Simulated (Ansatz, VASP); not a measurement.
**GaSb in VASP and in Ansatz**

Contents of INCAR:

```
SYSTEM = GaSb
PREC = Accurate
ENCUT = 520
EDIFF = 1E-6
ISMEAR = -1
SIGMA = 0.02
LREAL = .FALSE.
LASPH = .TRUE.
NELM = 60
ALGO = Normal
ISIF = 2
LWAVE = .FALSE.
LCHARG = .TRUE.
GGA = PE
LELF = .TRUE.
LVHAR = .TRUE.
NBANDS = 16
```

The input KPOINTS:

```
regular mesh
0
G
  8 8 8
  0 0 0
```

Contents of POSCAR:

```
GaSb
1.0
    0.0000000000      3.1271963739      3.0130566083
    3.1271963739      0.0000000000      3.0130566083
    3.1271963739      3.1271963739      0.0000000000
Ga Sb
1 1
Direct
    0.0000000000      0.0000000000      0.0000000000
    0.2500000000      0.2500000000      0.2500000000
```

Input for Ansatz:

```yaml
crystal:
  lattice:
    - [0.0, 3.1271963739, 3.0130566083]
    - [3.1271963739, 0.0, 3.0130566083]
    - [3.1271963739, 3.1271963739, 0.0]
  atoms:
    - { symbol: Ga, position: [0.0, 0.0, 0.0] }
    - { symbol: Sb, position: [0.25, 0.25, 0.25] }
kpoints:
  mp_grid: { grid: [8, 8, 8] }
  band_path:
    path:
      - [0.0, 0.0, 0.0]
      - [-0.5, -0.5, 0.0]
      - [-0.375, -0.375, 0.25]
      - [-0.375, 0.0, 0.375]
      - [0.0, 0.0, 0.5]
      - [-0.5, -0.25, 0.25]
      - [-0.014648, 0.0, -0.014648]
    npoints: 1
hamiltonian:
  xc: pbe
scf:
  occupations: { method: fermi_dirac, width: 0.02 }
  n_extra_bands: 4
output:
  forces: true
  stress: true
  eigenvalues: true
```

Change from the starting cell: epitaxial_xy strain +2.0%.

Alike in both runs: task single point; functional PBE; k mesh 8 × 8 × 8; occupations fermi-dirac, width 0.02 eV; no spin polarisation.

|  | VASP | Ansatz |
| --- | --- | --- |
| version | VASP 6.6.1 | Ansatz 0.2.0 |
| potentials or method | VASP PAW PBE potentials, release 64 (Ga_d, Sb) | plane waves, PAW |
| plane-wave cutoff (eV) | 520 | 420 |
| valence electrons in the cell | 18 | 28 |

```csv
,VASP,Ansatz,Ansatz less VASP
pressure (GPa),0.9,0.8,-0.06
"traceless stress, the component that is largest in VASP (GPa)",0.95,0.95,+0.004
```

The functional is the same, so the differences come from potentials, cutoffs and numerics. VASP's potentials hold 18 valence electrons a cell and Ansatz's 28, so a difference there can come from the potentials and not from the codes.

Spin-orbit coupling is off throughout.
